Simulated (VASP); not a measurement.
# MgO in VASP: notebook

MgO is run at these levels: PBE+D3(BJ); tasks: single point.

All numbers are computed with VASP 6.6.1; they aren't measurements. Logs are shortened: lines on timing, memory, paths and dates and some standing lists are left out, and cuts for length are marked.

## Step 1: The cell of the first run

The cell holds a slab with vacuum, 32 atoms: a = 5.951 Å, b = 5.951 Å, c = 23.312 Å, α = 90.00°, β = 90.00°, γ = 90.00°.

## Step 2: Single point, PBE+D3(BJ)

Contents of INCAR:

```
ALGO = Normal
DIPOL = 0.5 0.5 0.500
EDIFF = 1E-6
ENCUT = 520
GGA = PE
IDIPOL = 3
ISIF = 2
ISMEAR = 0
IVDW = 12
LASPH = T
LCHARG = T
LDIPOL = T
LELF = T
LREAL = Auto
LVACPOTAV = T
LVHAR = T
LWAVE = F
NBANDS = 86
NELM = 80
PREC = Accurate
SIGMA = 0.05
```

Contents of KPOINTS:

```
k-points
0
Gamma
  5 5 1
```

Contents of POSCAR:

```
MgO
1.0
    5.9506164682      0.0000000000      0.0000000000
    0.0000000000      5.9506164682      0.0000000000
    0.0000000000      0.0000000000     23.3115818854
Mg O
16 16
Direct
    0.2500000000      0.2500000000      0.3646256201
    0.2500000000      0.7500000000      0.3646256201
    0.7500000000      0.2500000000      0.3646256201
    0.7500000000      0.7500000000      0.3646256201
    0.5000000000      0.5000000000      0.4548752067
    0.5000000000      0.0000000000      0.4548752067
    0.0000000000      0.5000000000      0.4548752067
    0.0000000000      0.0000000000      0.4548752067
    0.7500000000      0.7500000000      0.5455060571
    0.7500000000      0.2500000000      0.5455060571
    0.2500000000      0.7500000000      0.5455060571
    0.2500000000      0.2500000000      0.5455060571
    0.0000000000      0.0000000000      0.6351799098
    0.0000000000      0.5000000000      0.6351799098
    0.5000000000      0.0000000000      0.6351799098
    0.5000000000      0.5000000000      0.6351799098
    0.5000000000      0.5000000000      0.3646256201
    0.5000000000      0.0000000000      0.3646256201
    0.0000000000      0.5000000000      0.3646256201
    0.0000000000      0.0000000000      0.3646256201
    0.7500000000      0.7500000000      0.4548752067
    0.7500000000      0.2500000000      0.4548752067
    0.2500000000      0.7500000000      0.4548752067
    0.2500000000      0.2500000000      0.4548752067
    0.0000000000      0.0000000000      0.5452555118
    0.0000000000      0.5000000000      0.5452555118
    0.5000000000      0.0000000000      0.5452555118
    0.5000000000      0.5000000000      0.5452555118
    0.2500000000      0.2500000000      0.6373390380
    0.2500000000      0.7500000000      0.6373390380
    0.7500000000      0.2500000000      0.6373390380
    0.7500000000      0.7500000000      0.6373390380
```

Potentials or basis: VASP PAW PBE potentials, release 64 (Mg, O).

Command:

```console
cat potpaw_PBE.64/Mg/POTCAR potpaw_PBE.64/O/POTCAR > POTCAR
mpirun -np 1 vasp_std > vasp.out
```

OUTCAR:

```text
EDIFF = 1E-6
   ENCUT = 520
   GGA = PE
   ISIF = 2
   ISMEAR = 0
   IVDW = 12
   LASPH = T
   LREAL = Auto
   NELM = 80
   PREC = Accurate
 IVDW          = 12

 ion  position               nearest neighbor table
   1  0.250  0.250  0.365-  24 2.10  18 2.10  19 2.10  20 2.10  17 2.10   6 2.98   7 2.98   8 2.98
                             5 2.98   3 2.98   2 2.98   2 2.98   3 2.98
   2  0.250  0.750  0.365-  23 2.10  18 2.10  19 2.10  20 2.10  17 2.10   6 2.98   7 2.98   8 2.98
                             5 2.98   4 2.98   1 2.98   1 2.98   4 2.98
   3  0.750  0.250  0.365-  22 2.10  18 2.10  19 2.10  20 2.10  17 2.10   6 2.98   7 2.98   8 2.98
                             5 2.98   4 2.98   1 2.98   4 2.98   1 2.98
   4  0.750  0.750  0.365-  21 2.10  18 2.10  19 2.10  20 2.10  17 2.10   6 2.98   7 2.98   8 2.98
                             5 2.98   3 2.98   2 2.98   3 2.98   2 2.98
   5  0.500  0.500  0.455-  17 2.10  21 2.10  22 2.10  23 2.10  24 2.10  28 2.11   3 2.98   4 2.98
                             1 2.98   2 2.98   6 2.98   7 2.98   6 2.98   7 2.98   9 2.98  10 2.98
   6  0.500  0.000  0.455-  18 2.10  21 2.10  22 2.10  23 2.10  24 2.10  27 2.11   3 2.98   4 2.98
                             1 2.98   2 2.98   5 2.98   8 2.98   5 2.98   8 2.98   9 2.98  10 2.98
   7  0.000  0.500  0.455-  19 2.10  21 2.10  22 2.10  23 2.10  24 2.10  26 2.11   3 2.98   4 2.98
                             1 2.98   2 2.98   5 2.98   8 2.98   8 2.98   5 2.98   9 2.98  10 2.98
   8  0.000  0.000  0.455-  20 2.10  21 2.10  22 2.10  23 2.10  24 2.10  25 2.11   3 2.98   4 2.98
                             1 2.98   2 2.98   6 2.98   7 2.98   7 2.98   6 2.98   9 2.98  10 2.98
   9  0.750  0.750  0.546-  25 2.10  26 2.10  27 2.10  28 2.10  21 2.11  32 2.14  15 2.97  16 2.97
[... 38 lines left out ...]
 A1 = (   5.9506164682,   0.0000000000,   0.0000000000)
 A2 = (   0.0000000000,   5.9506164682,   0.0000000000)
 A3 = (   0.0000000000,   0.0000000000,  23.3115818854)

Analysis of symmetry for initial positions (statically):
=====================================================================
 Subroutine PRICEL returns following result:

  LATTYP: Found a simple tetragonal cell.
 ALAT       =     2.9753082341
 C/A-ratio  =     7.8350140729

  Lattice vectors:

 A1 = (   2.9753082341,   0.0000000000,   0.0000000000)
 A2 = (   0.0000000000,   2.9753082341,   0.0000000000)
 A3 = (   0.0000000000,   0.0000000000,  23.3115818854)

   4 primitive cells build up your supercell.

 Routine SETGRP: Setting up the symmetry group for a
 simple tetragonal supercell.

 Subroutine GETGRP returns: Found  8 space group operations
 (whereof  8 operations were pure point group operations)
 out of a pool of 16 trial point group operations.

The static configuration has the point symmetry C_4v.

Analysis of symmetry for dynamics (positions and initial velocities):
=====================================================================
 Subroutine PRICEL returns following result:

  LATTYP: Found a simple tetragonal cell.
 ALAT       =     2.9753082341
 C/A-ratio  =     7.8350140729

  Lattice vectors:

 A1 = (   2.9753082341,   0.0000000000,   0.0000000000)
 A2 = (   0.0000000000,   2.9753082341,   0.0000000000)
 A3 = (   0.0000000000,   0.0000000000,  23.3115818854)

   4 primitive cells build up your supercell.

 Routine SETGRP: Setting up the symmetry group for a
 simple tetragonal supercell.

 Subroutine GETGRP returns: Found  8 space group operations
 (whereof  8 operations were pure point group operations)
 out of a pool of 16 trial point group operations.

The dynamic configuration has the point symmetry C_4v.

 Subroutine INISYM returns: Found  8 space group operations
 (whereof  8 operations are pure point group operations),
 and found     4 'primitive' translations

----------------------------------------------------------------------------------------

                                     Primitive cell

  volume of cell :     206.3648

  direct lattice vectors                    reciprocal lattice vectors
     2.975308234  0.000000000  0.000000000     0.336099631  0.000000000  0.000000000
     0.000000000  2.975308234  0.000000000     0.000000000  0.336099631  0.000000000
     0.000000000  0.000000000 23.311581885     0.000000000  0.000000000  0.042897132

  length of vectors
     2.975308234  2.975308234 23.311581885     0.336099631  0.336099631  0.042897132

[... 27 lines left out ...]
 generate k-points for:    5    5    1

 Generating k-lattice:

  Cartesian coordinates                     Fractional coordinates (reciprocal lattice)
     0.033609963  0.000000000  0.000000000     0.200000000  0.000000000  0.000000000
     0.000000000  0.033609963  0.000000000     0.000000000  0.200000000  0.000000000
     0.000000000  0.000000000  0.042897132     0.000000000  0.000000000  1.000000000

  Length of vectors
     0.033609963  0.033609963  0.042897132

  Shift w.r.t. Gamma in fractional coordinates (k-lattice)
     0.000000000  0.000000000  0.000000000

 Subroutine IBZKPT returns following result:
 ===========================================

 Found      6 irreducible k-points:

 Following reciprocal coordinates:
            Coordinates               Weight
  0.000000  0.000000  0.000000      1.000000
  0.200000  0.000000  0.000000      4.000000
  0.400000  0.000000  0.000000      4.000000
  0.200000  0.200000  0.000000      4.000000
  0.400000  0.200000  0.000000      8.000000
  0.400000  0.400000  0.000000      4.000000
   k-points           NKPTS =      6   k-points in BZ     NKDIM =      6   number of bands    NBANDS=     86
   number of dos      NEDOS =    301   number of ions     NIONS =     32
   total plane-waves  NPLWV = 414720
   dimension x,y,z NGX =    48 NGY =   48 NGZ =  180
   dimension x,y,z NGXF=    96 NGYF=   96 NGZF=  360
   ions per type =              16  16
   NGX,Y,Z   is equivalent  to a cutoff of  13.41, 13.41, 12.84 a.u.
   NGXF,Y,Z  is equivalent  to a cutoff of  26.82, 26.82, 25.67 a.u.
 SYSTEM =  unknown system
   PREC   = accura    normal or accurate (medium, high low for compatibility)
   ISTART =      0    job   : 0-new  1-cont  2-samecut
   ICHARG =      2    charge: 1-file 2-atom 10-const
   ISPIN  =      1    spin polarized calculation?
   LNONCOLLINEAR =      F non collinear calculations
   LSORBIT =      F    spin-orbit coupling
   LASPH  =      T    aspherical Exc in radial PAW
   ENCUT  =  520.0 eV  38.22 Ry    6.18 a.u.  11.06 11.06 43.34*2*pi/ulx,y,z
   NELM   =     80;   NELMIN=  2; NELMDL= -5     # of ELM steps
   EDIFF  = 0.1E-05   stopping-criterion for ELM
   LREAL  =      T    real-space projection
   EDIFFG = 0.1E-04   stopping-criterion for IOM
   NSW    =      0    number of steps for IOM
   IBRION =     -1    ionic relax: 0-MD 1-quasi-New 2-CG
   NFREE  =      0    steps in history (QN), initial steepest desc. (CG)
   ISIF   =      2    stress and relaxation
   ISYM   =      2    0-nonsym 1-usesym 2-fastsym
   POTIM  = 0.5000    time-step for ionic-motion
   TEBEG  =    0.0;   TEEND  =   0.0 temperature during run
   PSTRESS=    0.0 pullay stress
   NELECT =     128.0000    total number of electrons
   NUPDOWN=      -1.0000    fix difference up-down
   EMIN   =  10.00;   EMAX   =-10.00  energy-range for DOS
   EFERMI =   0.00;   METHOD = LEGACY
   ISMEAR =     0;   SIGMA  =   0.05  broadening in eV -4-tet -1-fermi 0-gaus
   EFERMI_NEDOS =   21; number of points for ismear=-14 and -15
   IALGO  =     38    algorithm
   IMIX   =      4    mixing-type and parameters
     AMIX     =   0.40;   BMIX     =  1.00
     AMIX_MAG =   1.60;   BMIX_MAG =  1.00
  volume/ion in A,a.u.               =      25.80       174.08
  Fermi-wavevector in a.u.,A,eV,Ry     =   0.879521  1.662054 10.524887  0.773557
  Thomas-Fermi vector in A             =   1.999756
   LORBIT       =      0    0 simple, 1 ext, 2 COOP (PROOUT), +10 PAW based schemes
   GGA     = PE    functional components
   LHFCALC =     F    Hartree Fock is set to
   AEXX    =    0.0000 exact exchange contribution
   IVDW    =    12    specifies the selected vdW correction
   LEPSILON=     F    determine dielectric tensor
   LRPA    =     F    only Hartree local field effects (RPA)
 non-spin polarized calculation
 Gauss-broadening in eV      SIGMA  =   0.05
  energy-cutoff  :      520.00
  volume of cell :      825.46
 maximum number of plane-waves:     22270
 NGX is ok and might be reduce to    48
   NGX = 23   NGY = 23   NGZ = 87

 dipolmoment           0.000000      0.000000     -0.000000 electrons x Angstroem

 number of electron     127.9999928 magnetization

 dipolmoment           0.000000      0.000000      0.092461 electrons x Angstroem

 Free energy of the ion-electron system (eV)
  ---------------------------------------------------
  ext. energy  EPLUGINS =         0.00000000
  ---------------------------------------------------
  free energy    TOTEN  =      -186.69436721 eV

  energy without entropy =     -186.69436721  energy(sigma->0) =     -186.69436721

 E-fermi :  -1.8025     XC(G=0):  -4.6682

 val. band max:       -2.0466744483   @ k =   0.0000   0.0000   0.0000
 cond. band min:       1.3012696173   @ k =   0.0000   0.0000   0.0000
 fundamental gap:      3.3479440656
 Fermi energy:        -1.8024802423

 k-point     1 :       0.0000    0.0000    0.0000
  band No.  band energies     occupation
      1     -19.0816      2.00000
      2     -18.5490      2.00000
      3     -18.0692      2.00000
      4     -18.0692      2.00000
      5     -18.0272      2.00000
      6     -18.0272      2.00000
[... 463 lines left out ...]
     75       5.2529      0.00000
     76       5.2529      0.00000
 [bands above 76 left out]

------------------------ aborting loop because EDIFF is reached ----------------------------------------

 Edisp (eV)   -7.03515

 E8    (eV) :    -2.8519

  FORCE on cell =-STRESS in cart. coord.  units (eV):
  Direction    XX          YY          ZZ          XY          YZ          ZX
  --------------------------------------------------------------------------------------
  -------------------------------------------------------------------------------------
  Total     -14.46905   -14.46905     0.22259     0.00000     0.00000     0.00000
  in kB     -28.08373   -28.08373     0.43204     0.00000     0.00000     0.00000
  external pressure =      -18.58 kB  Pullay stress =        0.00 kB

 VOLUME and BASIS-vectors are now :
 -----------------------------------------------------------------------------
  energy-cutoff  :      520.00
  volume of cell :      825.46
      direct lattice vectors                 reciprocal lattice vectors
     5.950616468  0.000000000  0.000000000     0.168049816  0.000000000  0.000000000
     0.000000000  5.950616468  0.000000000     0.000000000  0.168049816  0.000000000
     0.000000000  0.000000000 23.311581885     0.000000000  0.000000000  0.042897132

 POSITION                                       TOTAL-FORCE (eV/Angst)
 -----------------------------------------------------------------------------------
      1.48765      1.48765      8.50000         0.000000      0.000000      0.438825
      1.48765      4.46296      8.50000         0.000000     -0.000000      0.438825
      4.46296      1.48765      8.50000         0.000000      0.000000      0.438825
      4.46296      4.46296      8.50000         0.000000     -0.000000      0.438825
      2.97531      2.97531     10.60386        -0.000000     -0.000000      0.073257
      2.97531      0.00000     10.60386        -0.000000     -0.000000      0.073257
[... 24 lines left out ...]
      4.46296      1.48765     14.85738        -0.000000     -0.000000      0.017303
      4.46296      4.46296     14.85738         0.000000      0.000000      0.017303
 -----------------------------------------------------------------------------------
    total drift:                                0.000000      0.000000     -0.018106

  FREE ENERGIE OF THE ION-ELECTRON SYSTEM (eV)
  ---------------------------------------------------
  free  energy   TOTEN  =      -193.7295136347 eV

  energy  without entropy=     -193.7295136347  energy(sigma->0) =     -193.72951363

 vacuum level on the upper side and lower side of the slab         3.218         2.746
```

Wall time 28 min (1 thread of Oxide Virtual Turin-like, shared host); peak memory 0.88 GiB.

What came out:

```
Free energy                : -193.7295 eV
Largest force              : 0.546 eV/Å
Band gap on the k mesh     : 3.35 eV
Dispersion energy per atom : -0.220 eV
```

Forces in eV/Å, atoms in the order of the input:
```
Mg   0.000  0.000  0.439
Mg   0.000  0.000  0.439
Mg   0.000  0.000  0.439
Mg   0.000  0.000  0.439
Mg   0.000  0.000  0.073
Mg   0.000  0.000  0.073
Mg   0.000  0.000  0.073
Mg   0.000  0.000  0.073
Mg   0.000  0.000 -0.003
Mg   0.000  0.000 -0.003
Mg   0.000  0.000 -0.003
Mg   0.000  0.000 -0.003
Mg   0.000  0.000 -0.025
Mg   0.000  0.000 -0.025
Mg   0.000  0.000 -0.025
Mg   0.000  0.000 -0.025
O    0.000  0.000 -0.546
O    0.000  0.000 -0.546
O    0.000  0.000 -0.546
O    0.000  0.000 -0.546
O    0.000  0.000  0.060
O    0.000  0.000  0.060
O    0.000  0.000  0.060
O    0.000  0.000  0.060
O    0.000  0.000 -0.016
O    0.000  0.000 -0.016
O    0.000  0.000 -0.016
O    0.000  0.000 -0.016
O    0.000  0.000  0.017
O    0.000  0.000  0.017
O    0.000  0.000  0.017
O    0.000  0.000  0.017
```

Levels at points of the mesh, in eV from the valence-band top:
```tsv
k point	band 61	band 62	band 63	band 64	band 65	band 66	band 67	band 68
(0.00, 0.00, 0.00)	-0.20	-0.20	0.00	0.00	3.35	3.84	5.00	5.69
```

## Step 3: Single point, PBE+D3(BJ)

This run uses another cell than the first one.

Contents of INCAR:

```
PREC = Accurate
ENCUT = 520
EDIFF = 1E-6
ISMEAR = 0
SIGMA = 0.05
LREAL = Auto
LASPH = T
NELM = 100
ALGO = Normal
ISIF = 2
LWAVE = F
LCHARG = F
LDIPOL = T
IDIPOL = 3
DIPOL = 0.5 0.5 0.500
GGA = PE
IVDW = 12
NBANDS = 86
```

Contents of KPOINTS:

```
regular mesh
0
Gamma
  3 3 1
```

Contents of POSCAR:

```
MgO
1.0
    5.9506164682      0.0000000000      0.0000000000
    0.0000000000      5.9506164682      0.0000000000
    0.0000000000      0.0000000000     22.3115818854
Mg O
16 16
Direct
    0.2500000000      0.2500000000      0.3585581713
    0.2500000000      0.7500000000      0.3585581713
    0.7500000000      0.2500000000      0.3585581713
    0.7500000000      0.7500000000      0.3585581713
    0.5000000000      0.5000000000      0.4528527238
    0.5000000000      0.0000000000      0.4528527238
    0.0000000000      0.5000000000      0.4528527238
    0.0000000000      0.0000000000      0.4528527238
    0.7500000000      0.7500000000      0.5475441431
    0.7500000000      0.2500000000      0.5475441431
    0.2500000000      0.7500000000      0.5475441431
    0.2500000000      0.2500000000      0.5475441431
    0.0000000000      0.0000000000      0.6412349876
    0.0000000000      0.5000000000      0.6412349876
    0.5000000000      0.0000000000      0.6412349876
    0.5000000000      0.5000000000      0.6412349876
    0.5000000000      0.5000000000      0.3585581713
    0.5000000000      0.0000000000      0.3585581713
    0.0000000000      0.5000000000      0.3585581713
    0.0000000000      0.0000000000      0.3585581713
    0.7500000000      0.7500000000      0.4528527238
    0.7500000000      0.2500000000      0.4528527238
    0.2500000000      0.7500000000      0.4528527238
    0.2500000000      0.2500000000      0.4528527238
    0.0000000000      0.0000000000      0.5472821589
    0.0000000000      0.5000000000      0.5472821589
    0.5000000000      0.0000000000      0.5472821589
    0.5000000000      0.5000000000      0.5472821589
    0.2500000000      0.2500000000      0.6434909427
    0.2500000000      0.7500000000      0.6434909427
    0.7500000000      0.2500000000      0.6434909427
    0.7500000000      0.7500000000      0.6434909427
```

Potentials or basis: VASP PAW PBE potentials, release 64 (Mg, O).

Command:

```console
cat potpaw_PBE.64/Mg/POTCAR potpaw_PBE.64/O/POTCAR > POTCAR
mpirun -np 1 vasp_std > vasp.out
```

Run time: 8.3 min. Hardware: 1 thread of Oxide Virtual Turin-like, shared host; peak memory 0.74 GiB.

It converged, with:

```
Free energy                : -193.7264 eV
Largest force              : 0.543 eV/Å
Band gap on the k mesh     : 3.35 eV
Dispersion energy per atom : -0.220 eV
```

Forces in eV/Å, atoms in the order of the input:
```
Mg   0.000  0.000  0.439
Mg   0.000  0.000  0.439
Mg   0.000  0.000  0.439
Mg   0.000  0.000  0.439
Mg   0.000  0.000  0.070
Mg   0.000  0.000  0.070
Mg   0.000  0.000  0.070
Mg   0.000  0.000  0.070
Mg   0.000  0.000 -0.003
Mg   0.000  0.000 -0.003
Mg   0.000  0.000 -0.003
Mg   0.000  0.000 -0.003
Mg   0.000  0.000 -0.025
Mg   0.000  0.000 -0.025
Mg   0.000  0.000 -0.025
Mg   0.000  0.000 -0.025
O    0.000  0.000 -0.543
O    0.000  0.000 -0.543
O    0.000  0.000 -0.543
O    0.000  0.000 -0.543
O    0.000  0.000  0.061
O    0.000  0.000  0.061
O    0.000  0.000  0.061
O    0.000  0.000  0.061
O    0.000  0.000 -0.016
O    0.000  0.000 -0.016
O    0.000  0.000 -0.016
O    0.000  0.000 -0.016
O    0.000  0.000  0.017
O    0.000  0.000  0.017
O    0.000  0.000  0.017
O    0.000  0.000  0.017
```

Levels at points of the mesh, in eV from the valence-band top:
```
           k point  band 60  band 61  band 62  band 63  band 64  band 65  band 66  band 67  band 68  band 69
(0.00, 0.00, 0.00)    -0.25    -0.20    -0.20     0.00     0.00     3.35     3.84     5.02     5.77     5.94
```

[end of part 1 of 2]
